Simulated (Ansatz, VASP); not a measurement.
# CsBa: VASP beside Ansatz

```
Cs Ba
1.0
     6.32741    0.00000    0.00000
     0.00000    6.32741    0.00000
     0.00000    0.00000    7.75523
Cs Ba
2 2
Direct
  0.00000 0.50000 0.49889
  0.50000 0.00000 0.50111
  0.00000 0.00000 0.00000
  0.50000 0.50000 0.00000
```

Alike in both runs: functional PBE; k mesh 4 × 4 × 4; occupations gaussian, width 0.1 eV; no spin polarisation.

Ansatz relaxed the structure, and its values are those at the end. VASP's run is a single point on that final structure, the one shown.

|  | VASP | Ansatz |
| --- | --- | --- |
| version | VASP 6.6.1 | Ansatz 0.2.0 |
| potentials or method | VASP PAW PBE potentials, release 64 (Cs_sv, Ba_sv), cutoff 520 eV | scalar-relativistic, plane waves, PAW |
| valence electrons in the cell | 38 | 38 |

|  | VASP | Ansatz | Ansatz less VASP |
| --- | --- | --- | --- |
| gap on the k mesh at the Fermi level (eV) | none | none | - |
| pressure (GPa) | 0.3 | 0.3 | 0.00 |

A gap of «none» marks a metal or a gap that the smearing closes.

Spin-orbit coupling is off throughout.
